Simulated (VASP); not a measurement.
# Ba2SnC6 (P4/mmm) in VASP: a series of runs, part 3 of 3

VASP 6.6.1. The steps go on from the part before.

### 5 Single point, PBE

This run uses another cell than the first one, of 27.78 Å³/atom.

INCAR

```
ALGO = Normal
EDIFF = 1E-6
ENCUT = 520
GGA = PE
ISIF = 2
ISMEAR = 0
LASPH = True
LCHARG = False
LREAL = False
LWAVE = False
NBANDS = 39
NELM = 60
PREC = Accurate
SIGMA = 0.1
```

KPOINTS

```
k-points
0
Gamma
  6 6 6
```

POSCAR

```
Ba2SnC6
1.0
    6.0858134906      0.0000000000      0.0000000000
    0.0000000000      6.0858134906      0.0000000000
    0.0000000000      0.0000000000      6.7504687338
Ba Sn C
2 1 6
Direct
    0.0000000000      0.5000000000      0.5000000000
    0.5000000000      0.0000000000      0.5000000000
    0.5000000000      0.5000000000      0.0000000000
    0.0000000000      0.5000000000      0.9062123414
    0.5000000000      0.0000000000      0.9062123414
    0.0000000000      0.5000000000      0.0937876586
    0.5000000000      0.0000000000      0.0937876586
    0.5000000000      0.5000000000      0.5936803651
    0.5000000000      0.5000000000      0.4063196349
```

Potentials or basis: VASP PAW PBE potentials, release 64 (Ba_sv, Sn_d, C).

Launch:

```
$ cat potpaw_PBE.64/Ba_sv/POTCAR potpaw_PBE.64/Sn_d/POTCAR potpaw_PBE.64/C/POTCAR > POTCAR
$ mpirun -np 1 vasp_std > vasp.out
```

OUTCAR:

```text
EDIFF = 1E-6
   ENCUT = 520
   GGA = PE
   ISIF = 2
   ISMEAR = 0
   LASPH = True
   LREAL = False
   NELM = 60
   PREC = Accurate

 ion  position               nearest neighbor table
   1  0.000  0.500  0.500-   4 2.74   6 2.74   8 3.11   9 3.11   8 3.11   9 3.11   2 4.30   2 4.30
                             2 4.30   2 4.30
   2  0.500  0.000  0.500-   5 2.74   7 2.74   8 3.11   9 3.11   8 3.11   9 3.11   1 4.30   1 4.30
                             1 4.30   1 4.30
   3  0.500  0.500  0.000-   8 2.74   9 2.74
   4  0.000  0.500  0.906-   6 1.27   1 2.74
   5  0.500  0.000  0.906-   7 1.27   2 2.74
   6  0.000  0.500  0.094-   4 1.27   1 2.74
   7  0.500  0.000  0.094-   5 1.27   2 2.74
   8  0.500  0.500  0.594-   9 1.26   3 2.74   1 3.11   2 3.11   2 3.11   1 3.11
   9  0.500  0.500  0.406-   8 1.26   3 2.74   1 3.11   2 3.11   2 3.11   1 3.11

  LATTYP: Found a simple tetragonal cell.
 ALAT       =     6.0858134906
 C/A-ratio  =     1.1092138700

  Lattice vectors:

 A1 = (   6.0858134906,   0.0000000000,   0.0000000000)
 A2 = (   0.0000000000,   6.0858134906,   0.0000000000)
 A3 = (   0.0000000000,   0.0000000000,   6.7504687338)

Analysis of symmetry for initial positions (statically):
=====================================================================
 Subroutine PRICEL returns:
 Original cell was already a primitive cell.

 Routine SETGRP: Setting up the symmetry group for a
 simple tetragonal supercell.

 Subroutine GETGRP returns: Found 16 space group operations
 (whereof 16 operations were pure point group operations)
 out of a pool of 16 trial point group operations.

The static configuration has the point symmetry D_4h.

Analysis of symmetry for dynamics (positions and initial velocities):
=====================================================================
 Subroutine PRICEL returns:
 Original cell was already a primitive cell.

 Routine SETGRP: Setting up the symmetry group for a
 simple tetragonal supercell.

 Subroutine GETGRP returns: Found 16 space group operations
 (whereof 16 operations were pure point group operations)
 out of a pool of 16 trial point group operations.

The dynamic configuration has the point symmetry D_4h.

 Subroutine INISYM returns: Found 16 space group operations
 (whereof 16 operations are pure point group operations),
 and found     1 'primitive' translations

----------------------------------------------------------------------------------------

                                     Primitive cell

  volume of cell :     250.0180

  direct lattice vectors                    reciprocal lattice vectors
     6.085813491  0.000000000  0.000000000     0.164316570  0.000000000  0.000000000
     0.000000000  6.085813491  0.000000000     0.000000000  0.164316570  0.000000000
     0.000000000  0.000000000  6.750468734     0.000000000  0.000000000  0.148137861

  length of vectors
     6.085813491  6.085813491  6.750468734     0.164316570  0.164316570  0.148137861

  position of ions in fractional coordinates (direct lattice)
     0.000000000  0.500000000  0.500000000
     0.500000000  0.000000000  0.500000000
[... 52 lines left out ...]
  0.166667  0.166667  0.000000      4.000000
  0.333333  0.166667  0.000000      8.000000
[... 16 lines left out ...]
  0.333333  0.000000  0.333333      8.000000
  0.500000  0.000000  0.333333      4.000000
 [... further k-points ...]
   k-points           NKPTS =     40   k-points in BZ     NKDIM =     40   number of bands    NBANDS=     39
   number of dos      NEDOS =    301   number of ions     NIONS =      9
   total plane-waves  NPLWV = 115200
   dimension x,y,z NGX =    48 NGY =   48 NGZ =   50
   dimension x,y,z NGXF=    96 NGYF=   96 NGZF=  100
   ions per type =               2   1   6
   NGX,Y,Z   is equivalent  to a cutoff of  13.11, 13.11, 12.31 a.u.
   NGXF,Y,Z  is equivalent  to a cutoff of  26.22, 26.22, 24.63 a.u.
 SYSTEM =  unknown system
   PREC   = accura    normal or accurate (medium, high low for compatibility)
   ISTART =      0    job   : 0-new  1-cont  2-samecut
   ICHARG =      2    charge: 1-file 2-atom 10-const
   ISPIN  =      1    spin polarized calculation?
   LNONCOLLINEAR =      F non collinear calculations
   LSORBIT =      F    spin-orbit coupling
   LASPH  =      T    aspherical Exc in radial PAW
   ENCUT  =  520.0 eV  38.22 Ry    6.18 a.u.  11.32 11.32 12.55*2*pi/ulx,y,z
   NELM   =     60;   NELMIN=  2; NELMDL= -5     # of ELM steps
   EDIFF  = 0.1E-05   stopping-criterion for ELM
   LREAL  =      F    real-space projection
   EDIFFG = 0.1E-04   stopping-criterion for IOM
   NSW    =      0    number of steps for IOM
   IBRION =     -1    ionic relax: 0-MD 1-quasi-New 2-CG
   NFREE  =      0    steps in history (QN), initial steepest desc. (CG)
   ISIF   =      2    stress and relaxation
   ISYM   =      2    0-nonsym 1-usesym 2-fastsym
   POTIM  = 0.5000    time-step for ionic-motion
   TEBEG  =    0.0;   TEEND  =   0.0 temperature during run
   PSTRESS=    0.0 pullay stress
   NELECT =      58.0000    total number of electrons
   NUPDOWN=      -1.0000    fix difference up-down
   EMIN   =  10.00;   EMAX   =-10.00  energy-range for DOS
   EFERMI =   0.00;   METHOD = LEGACY
   ISMEAR =     0;   SIGMA  =   0.10  broadening in eV -4-tet -1-fermi 0-gaus
   EFERMI_NEDOS =   21; number of points for ismear=-14 and -15
   IALGO  =     38    algorithm
   IMIX   =      4    mixing-type and parameters
     AMIX     =   0.40;   BMIX     =  1.00
     AMIX_MAG =   1.60;   BMIX_MAG =  1.00
  volume/ion in A,a.u.               =      27.78       187.47
  Fermi-wavevector in a.u.,A,eV,Ry     =   1.005913  1.900900 13.767205  1.011861
  Thomas-Fermi vector in A             =   2.138622
   LORBIT       =      0    0 simple, 1 ext, 2 COOP (PROOUT), +10 PAW based schemes
   GGA     = PE    functional components
   LHFCALC =     F    Hartree Fock is set to
   AEXX    =    0.0000 exact exchange contribution
   IVDW    =     0    specifies the selected vdW correction
   LEPSILON=     F    determine dielectric tensor
   LRPA    =     F    only Hartree local field effects (RPA)
 non-spin polarized calculation
 Gauss-broadening in eV      SIGMA  =   0.10
  energy-cutoff  :      520.00
  volume of cell :      250.02
 maximum number of plane-waves:      6762
 NGX is ok and might be reduce to    48
   NGX = 23   NGY = 23   NGZ = 25

 number of electron      58.0000004 magnetization

 Free energy of the ion-electron system (eV)
  ---------------------------------------------------
  ext. energy  EPLUGINS =         0.00000000
  ---------------------------------------------------
  free energy    TOTEN  =       -54.75695448 eV

  energy without entropy =      -54.75283444  energy(sigma->0) =      -54.75489446

 E-fermi :   1.0445     XC(G=0):  -7.4643

 val. band max:        1.0039535186   @ k =   0.0000   0.0000   0.0000
 cond. band min:       1.0548955656   @ k =   0.5000   0.3333   0.0000
 fundamental gap:      0.0509420470
 Fermi energy:         1.0444814991

 k-point     1 :       0.0000    0.0000    0.0000
  band No.  band energies     occupation
      1     -27.0128      2.00000
      2     -26.9645      2.00000
      3     -19.9576      2.00000
      4     -19.9537      2.00000
      5     -19.9537      2.00000
      6     -19.9500      2.00000
[... 997 lines left out ...]
     38       4.5643      0.00000
     39       5.3357      0.00000

 [... further k-points ...]

------------------------ aborting loop because EDIFF is reached ----------------------------------------

  FORCE on cell =-STRESS in cart. coord.  units (eV):
  Direction    XX          YY          ZZ          XY          YZ          ZX
  --------------------------------------------------------------------------------------
  -------------------------------------------------------------------------------------
  Total        0.1744905      0.1744905      2.0117299      0.0000000      0.0000000      0.0000000
  in kB        1.1181788      1.1181788     12.8916662      0.0000000      0.0000000      0.0000000
  external PRESSURE =       5.0426746 kB  Pullay stress =       0.0000000 kB

 VOLUME and BASIS-vectors are now :
 -----------------------------------------------------------------------------
  energy-cutoff  :      520.00
  volume of cell :      250.02
      direct lattice vectors                 reciprocal lattice vectors
     6.085813491  0.000000000  0.000000000     0.164316570  0.000000000  0.000000000
     0.000000000  6.085813491  0.000000000     0.000000000  0.164316570  0.000000000
     0.000000000  0.000000000  6.750468734     0.000000000  0.000000000  0.148137861

 POSITION                                       TOTAL-FORCE (eV/Angst)
 -----------------------------------------------------------------------------------
      0.00000      3.04291      3.37523        -0.000000     -0.000000      0.000000
      3.04291      0.00000      3.37523        -0.000000     -0.000000      0.000000
      3.04291      3.04291      0.00000        -0.000000     -0.000000      0.000000
      0.00000      3.04291      6.11736        -0.000000     -0.000000      0.027662
      3.04291      0.00000      6.11736        -0.000000     -0.000000      0.027662
      0.00000      3.04291      0.63311        -0.000000     -0.000000     -0.027662
      3.04291      0.00000      0.63311        -0.000000     -0.000000     -0.027662
      3.04291      3.04291      4.00762        -0.000000      0.000000      0.140207
      3.04291      3.04291      2.74285         0.000000      0.000000     -0.140207
 -----------------------------------------------------------------------------------
    total drift:                                0.000000      0.000000      0.000000

  FREE ENERGIE OF THE ION-ELECTRON SYSTEM (eV)
  ---------------------------------------------------
  free  energy   TOTEN  =       -54.7569544776 eV

  energy  without entropy=      -54.7528344387  energy(sigma->0) =      -54.75489446
```

Run time: 5.6 min. Hardware: 1 thread of Intel Xeon Platinum 8488C (Sapphire Rapids), shared host; peak memory 0.56 GiB.

Results:

```
Free energy            : -54.7570 eV
Pressure               : 0.5 GPa
Largest force          : 0.140 eV/Å
Band gap on the k mesh : zero (bands 29 and 30 overlap by 0.31 eV)
```

Forces on the atoms (eV/Å):
```
Ba   0.000  0.000  0.000
Ba   0.000  0.000  0.000
Sn   0.000  0.000  0.000
C    0.000  0.000  0.028
C    0.000  0.000  0.028
C    0.000  0.000 -0.028
C    0.000  0.000 -0.028
C    0.000  0.000  0.140
C    0.000  0.000 -0.140
```

Stress tensor (GPa, compression positive):
```
0.11 0.00 0.00
0.00 0.11 0.00
0.00 0.00 1.29
```

Caveat: spin-orbit coupling is left out, which moves the levels of the heavy elements.

### 6 Overview

| task | cell | k mesh | cutoff (eV) | gap on the mesh (eV) | pressure (GPa) | largest force (eV/Å) |
| --- | --- | --- | --- | --- | --- | --- |
| single point | a = 4.257, b = 4.257, c = 8.342 Å, 9 atoms, atomic positions A | 4 × 4 × 2 | 520 | none | 2.0 | 0.17 |
| single point | a = 4.902, b = 4.902, c = 7.587 Å, 9 atoms, atomic positions B | 4 × 4 × 2 | 520 | none | 28.9 | 34.04 |
| relaxation of cell and atoms | relaxed from a = 4.902, b = 4.902, c = 7.587 Å, 9 atoms, atomic positions B | 4 × 4 × 2 | 600 | none | 0.0 | 0.01 |
| single point | a = 6.086, b = 6.086, c = 6.750 Å, 9 atoms, atomic positions C | 6 × 6 × 6 | 520 | none | 0.5 | 0.14 |

Alike in all rows: level PBE; potentials or basis VASP PAW PBE potentials, release 64 (Ba_sv, Sn_d, C); no spin polarisation; smearing gaussian 0.1 eV.

Caveats: some runs use coarse meshes; spin-orbit coupling is left out, which moves the levels of the heavy elements; atoms lie so close that the PAW spheres overlap strongly, which falsifies energies and pressures (at least some runs); forces of over 1 eV/Å act on the atoms, so gaps and moduli don't describe the material at rest (at least some runs).

Total energies depend on the potentials used, so only differences within one code and one set of settings carry meaning.
